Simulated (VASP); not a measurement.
# HCl in VASP: single point with PBE

Aim: the single point of HCl with PBE.

Everything below comes from runs of VASP 6.6.1. Logs are shortened: lines on timing, memory, paths and dates and some standing lists are left out, and cuts for length are marked.

**1. The cell of the first run**

The cell holds a disordered packing, 24 atoms: a = 9.266 Å, b = 9.266 Å, c = 9.266 Å, α = 90.00°, β = 90.00°, γ = 90.00°.

**2. Single point, PBE**

File INCAR:

```
SYSTEM = HCl
PREC = Accurate
ENCUT = 1000
EDIFF = 1E-6
ISMEAR = -1
SIGMA = 0.02
LREAL = Auto
LASPH = .True.
NELM = 120
ALGO = Normal
ISIF = 2
LWAVE = .False.
LCHARG = .False.
GGA = PE
NBANDS = 66
GGA_COMPAT = .False.
```

File KPOINTS:

```
Automatic mesh
0
Gamma
  1 1 1
  0 0 0
```

File POSCAR:

```
HCl
1.0
    9.2661270000      0.0000000000      0.0000000000
    0.0000000000      9.2661270000      0.0000000000
    0.0000000000      0.0000000000      9.2661270000
Cl H
12 12
Direct
   -0.0568249718      0.6914683841      0.0944908353
    0.1300893011      0.6194985940      0.7670603225
    0.4773166021      0.5546427284      0.0457835328
    0.4545172023      0.9792690249      0.5385514566
    0.1199858489      0.2914513554      0.0880583934
    0.5918278335      0.1596805377      1.0705559997
    0.8718726959      0.9235323234      0.4514366747
    0.7179812891      0.5859731180      0.5782977574
    0.2894228667      0.8991098372      0.1123125898
    0.3230846577      0.6153261341      0.4097024340
    0.9063245068      1.0109713040      0.8987906808
    1.0068496360      0.3338893652      0.5417262701
    0.0094132021      0.6372209114     -0.0183806540
    0.0817016213      0.5049272260      0.6984574556
    0.5273865137      0.4235511211      0.0453902468
    0.4162744917      0.8560658621      0.4807823309
    0.0616613290      0.1808388002      0.0237678579
    0.7018248896      0.1053747978      1.0000186297
    1.0098876294      0.9034092914      0.4420420550
    0.7863268105      0.7055001106      0.5465703493
    0.3955925771      0.9882456986      0.0877356626
    0.3751723977      0.5925312116      0.2809097699
    0.9235714491      0.8956057807      0.9815381483
    0.8936051204      0.4191665821      0.5265190010
```

Potentials or basis: VASP PAW PBE potentials, release 64 (Cl, H_h).

The run is started by

```console
> cat potpaw_PBE.64/Cl/POTCAR potpaw_PBE.64/H_h/POTCAR > POTCAR
> mpirun -np 1 vasp_gam > vasp.out
```

OUTCAR:

```text
SYSTEM = HCl
   PREC = Accurate
   ENCUT = 1000
   EDIFF = 1E-6
   ISMEAR = -1
   LREAL = Auto
   LASPH = .True.
   NELM = 120
   ISIF = 2
   GGA = PE

 ion  position               nearest neighbor table
   1  0.943  0.691  0.094-  13 1.31
   2  0.130  0.619  0.767-  14 1.32
   3  0.477  0.555  0.046-  15 1.30
   4  0.455  0.979  0.539-  16 1.31
   5  0.120  0.291  0.088-  17 1.30
   6  0.592  0.160  0.071-  18 1.31
[... 16 lines left out ...]
  23  0.924  0.896  0.982-  11 1.33
  24  0.894  0.419  0.527-  12 1.32

  LATTYP: Found a simple cubic cell.
 ALAT       =     9.2661270000

  Lattice vectors:

 A1 = (   9.2661270000,   0.0000000000,   0.0000000000)
 A2 = (   0.0000000000,   9.2661270000,   0.0000000000)
 A3 = (   0.0000000000,   0.0000000000,   9.2661270000)

Analysis of symmetry for initial positions (statically):
=====================================================================
 Subroutine PRICEL returns:
 Original cell was already a primitive cell.

 Routine SETGRP: Setting up the symmetry group for a
 simple cubic supercell.

 Subroutine GETGRP returns: Found  1 space group operations
 (whereof  1 operations were pure point group operations)
 out of a pool of 48 trial point group operations.

The static configuration has the point symmetry C_1 .

Analysis of symmetry for dynamics (positions and initial velocities):
=====================================================================
 Subroutine PRICEL returns:
 Original cell was already a primitive cell.

 Routine SETGRP: Setting up the symmetry group for a
 simple cubic supercell.

 Subroutine GETGRP returns: Found  1 space group operations
 (whereof  1 operations were pure point group operations)
 out of a pool of 48 trial point group operations.

The dynamic configuration has the point symmetry C_1 .

 Subroutine INISYM returns: Found  1 space group operations
 (whereof  1 operations are pure point group operations),
 and found     1 'primitive' translations

----------------------------------------------------------------------------------------

                                     Primitive cell

  volume of cell :     795.5999

  direct lattice vectors                    reciprocal lattice vectors
     9.266127000  0.000000000  0.000000000     0.107919954  0.000000000  0.000000000
     0.000000000  9.266127000  0.000000000     0.000000000  0.107919954  0.000000000
     0.000000000  0.000000000  9.266127000     0.000000000  0.000000000  0.107919954

  length of vectors
     9.266127000  9.266127000  9.266127000     0.107919954  0.107919954  0.107919954

  position of ions in fractional coordinates (direct lattice)
     0.943175028  0.691468384  0.094490835
     0.130089301  0.619498594  0.767060323
     0.477316602  0.554642728  0.045783533
     0.454517202  0.979269025  0.538551457
     0.119985849  0.291451355  0.088058393
     0.591827833  0.159680538  0.070556000
[... 16 lines left out ...]
     0.923571449  0.895605781  0.981538148
     0.893605120  0.419166582  0.526519001

  ion indices of the primitive-cell ions
   primitive index   ion index
                 1           1
                 2           2
                 3           3
                 4           4
                 5           5
                 6           6
[... 16 lines left out ...]
                23          23
                24          24

----------------------------------------------------------------------------------------

 KPOINTS: Automatic mesh

Automatic generation of k-mesh.
 Grid dimensions read from file:
 generate k-points for:    1    1    1

 Generating k-lattice:

  Cartesian coordinates                     Fractional coordinates (reciprocal lattice)
     0.107919954  0.000000000  0.000000000     1.000000000  0.000000000  0.000000000
     0.000000000  0.107919954  0.000000000     0.000000000  1.000000000  0.000000000
     0.000000000  0.000000000  0.107919954     0.000000000  0.000000000  1.000000000

  Length of vectors
     0.107919954  0.107919954  0.107919954

  Shift w.r.t. Gamma in fractional coordinates (k-lattice)
     0.000000000  0.000000000  0.000000000

 Subroutine IBZKPT returns following result:
 ===========================================

 Found      1 irreducible k-points:

 Following reciprocal coordinates:
            Coordinates               Weight
  0.000000  0.000000  0.000000      1.000000
   k-points           NKPTS =      1   k-points in BZ     NKDIM =      1   number of bands    NBANDS=     66
   number of dos      NEDOS =    301   number of ions     NIONS =     24
   total plane-waves  NPLWV = 884736
   dimension x,y,z NGX =    96 NGY =   96 NGZ =   96
   dimension x,y,z NGXF=   192 NGYF=  192 NGZF=  192
   ions per type =              12  12
   NGX,Y,Z   is equivalent  to a cutoff of  17.22, 17.22, 17.22 a.u.
   NGXF,Y,Z  is equivalent  to a cutoff of  34.45, 34.45, 34.45 a.u.
 SYSTEM =  HCl
   PREC   = accura    normal or accurate (medium, high low for compatibility)
   ISTART =      0    job   : 0-new  1-cont  2-samecut
   ICHARG =      2    charge: 1-file 2-atom 10-const
   ISPIN  =      1    spin polarized calculation?
   LNONCOLLINEAR =      F non collinear calculations
   LSORBIT =      F    spin-orbit coupling
   LASPH  =      T    aspherical Exc in radial PAW
   ENCUT  = 1000.0 eV  73.50 Ry    8.57 a.u.  23.89 23.89 23.89*2*pi/ulx,y,z
   NELM   =    120;   NELMIN=  2; NELMDL= -5     # of ELM steps
   EDIFF  = 0.1E-05   stopping-criterion for ELM
   LREAL  =      T    real-space projection
   EDIFFG = 0.1E-04   stopping-criterion for IOM
   NSW    =      0    number of steps for IOM
   IBRION =     -1    ionic relax: 0-MD 1-quasi-New 2-CG
   NFREE  =      0    steps in history (QN), initial steepest desc. (CG)
   ISIF   =      2    stress and relaxation
   ISYM   =      2    0-nonsym 1-usesym 2-fastsym
   POTIM  = 0.5000    time-step for ionic-motion
   TEBEG  =    0.0;   TEEND  =   0.0 temperature during run
   PSTRESS=    0.0 pullay stress
   NELECT =      96.0000    total number of electrons
   NUPDOWN=      -1.0000    fix difference up-down
   EMIN   =  10.00;   EMAX   =-10.00  energy-range for DOS
   EFERMI =   0.00;   METHOD = LEGACY
   ISMEAR =    -1;   SIGMA  =   0.02  broadening in eV -4-tet -1-fermi 0-gaus
   EFERMI_NEDOS =   21; number of points for ismear=-14 and -15
   IALGO  =     38    algorithm
   IMIX   =      4    mixing-type and parameters
     AMIX     =   0.40;   BMIX     =  1.00
     AMIX_MAG =   1.60;   BMIX_MAG =  1.00
  volume/ion in A,a.u.               =      33.15       223.71
  Fermi-wavevector in a.u.,A,eV,Ry     =   0.808972  1.528736  8.904145  0.654436
  Thomas-Fermi vector in A             =   1.917877
   LORBIT       =      0    0 simple, 1 ext, 2 COOP (PROOUT), +10 PAW based schemes
   GGA     = PE    functional components
   LHFCALC =     F    Hartree Fock is set to
   AEXX    =    0.0000 exact exchange contribution
   IVDW    =     0    specifies the selected vdW correction
   LEPSILON=     F    determine dielectric tensor
   LRPA    =     F    only Hartree local field effects (RPA)
 non-spin polarized calculation
  energy-cutoff  :     1000.00
  volume of cell :      795.60
 maximum number of plane-waves:     28622
 NGX is ok and might be reduce to    96
   NGX = 47   NGY = 47   NGZ = 47

 number of electron      96.0000000 magnetization

 Free energy of the ion-electron system (eV)
  ---------------------------------------------------
  ext. energy  EPLUGINS =         0.00000000
  ---------------------------------------------------
  free energy    TOTEN  =       -74.59459013 eV

  energy without entropy =      -74.59459013  energy(sigma->0) =      -74.59459013

 E-fermi :  -4.1299     XC(G=0):  -5.2045

 val. band max:       -4.6324003909   @ k =   0.0000   0.0000   0.0000
 cond. band min:       0.8647620831   @ k =   0.0000   0.0000   0.0000
 fundamental gap:      5.4971624740
 Fermi energy:        -4.1299377958

 k-point     1 :       0.0000    0.0000    0.0000
  band No.  band energies     occupation
      1     -18.7818      2.00000
      2     -18.6584      2.00000
      3     -18.5689      2.00000
      4     -18.4610      2.00000
      5     -18.3918      2.00000
      6     -18.2894      2.00000
[... 52 lines left out ...]
     59       2.9234      0.00000
     60       2.9703      0.00000
 [bands above 60 left out]

------------------------ aborting loop because EDIFF is reached ----------------------------------------

  FORCE on cell =-STRESS in cart. coord.  units (eV):
  Direction    XX          YY          ZZ          XY          YZ          ZX
  --------------------------------------------------------------------------------------
  -------------------------------------------------------------------------------------
  Total       -0.9534451     -1.5307310     -0.6123048      0.1168837     -0.5455596      0.2636456
  in kB       -1.9200456     -3.0825825     -1.2330580      0.2353801     -1.0986466      0.5309288
  external PRESSURE =      -2.0785620 kB  Pullay stress =       0.0000000 kB

 VOLUME and BASIS-vectors are now :
 -----------------------------------------------------------------------------
  energy-cutoff  :     1000.00
  volume of cell :      795.60
      direct lattice vectors                 reciprocal lattice vectors
     9.266127000  0.000000000  0.000000000     0.107919954  0.000000000  0.000000000
     0.000000000  9.266127000  0.000000000     0.000000000  0.107919954  0.000000000
     0.000000000  0.000000000  9.266127000     0.000000000  0.000000000  0.107919954

 POSITION                                       TOTAL-FORCE (eV/Angst)
 -----------------------------------------------------------------------------------
      8.73958      6.40723      0.87556         0.036783     -0.032081     -0.096544
      1.20542      5.74035      7.10768        -0.033288     -0.121658     -0.083757
      4.42288      5.13939      0.42424         0.074057     -0.153649     -0.000424
      4.21161      9.07403      4.99029        -0.092946     -0.333785     -0.166885
      1.11180      2.70063      0.81596        -0.086002     -0.162281     -0.099044
      5.48395      1.47962      0.65378         0.055103     -0.030145     -0.020729
[... 16 lines left out ...]
      8.55793      8.29880      9.09506        -0.053376      0.093965     -0.075292
      8.28026      3.88405      4.87879         0.307201     -0.220906      0.088709
 -----------------------------------------------------------------------------------
    total drift:                               -0.011569      0.004171     -0.017200

  FREE ENERGIE OF THE ION-ELECTRON SYSTEM (eV)
  ---------------------------------------------------
  free  energy   TOTEN  =       -74.5945901262 eV

  energy  without entropy=      -74.5945901262  energy(sigma->0) =      -74.59459013
```

Wall time 2.4 min (1 thread of AMD EPYC 9R45 (Zen 5), shared host); peak memory 1.4 GiB.

What came out:

* Free energy: -74.5946 eV
* Pressure: -0.2 GPa
* Largest force: 0.423 eV/Å

Forces in eV/Å, atoms in the order of the input:
```
Cl   0.037 -0.032 -0.097
Cl  -0.033 -0.122 -0.084
Cl   0.074 -0.154  0.000
Cl  -0.093 -0.334 -0.167
Cl  -0.086 -0.162 -0.099
Cl   0.055 -0.030 -0.021
Cl   0.195 -0.035 -0.025
Cl   0.078  0.135 -0.037
Cl   0.186  0.152 -0.068
Cl   0.036 -0.017 -0.086
Cl  -0.001 -0.086  0.055
Cl  -0.328  0.267 -0.010
H   -0.048  0.047  0.064
H    0.072  0.109  0.070
H   -0.059  0.154  0.019
H    0.095  0.277  0.146
H    0.103  0.179  0.116
H   -0.070  0.032  0.059
H   -0.202  0.007  0.023
H   -0.070 -0.147 -0.003
H   -0.179 -0.155  0.041
H   -0.014  0.041  0.092
H   -0.053  0.094 -0.075
H    0.307 -0.221  0.089
```

Stress tensor (GPa, compression positive):
```
-0.19  0.02  0.05
 0.02 -0.31 -0.11
 0.05 -0.11 -0.12
```

Caveat: the k points lie up to 0.68 Å⁻¹ apart.
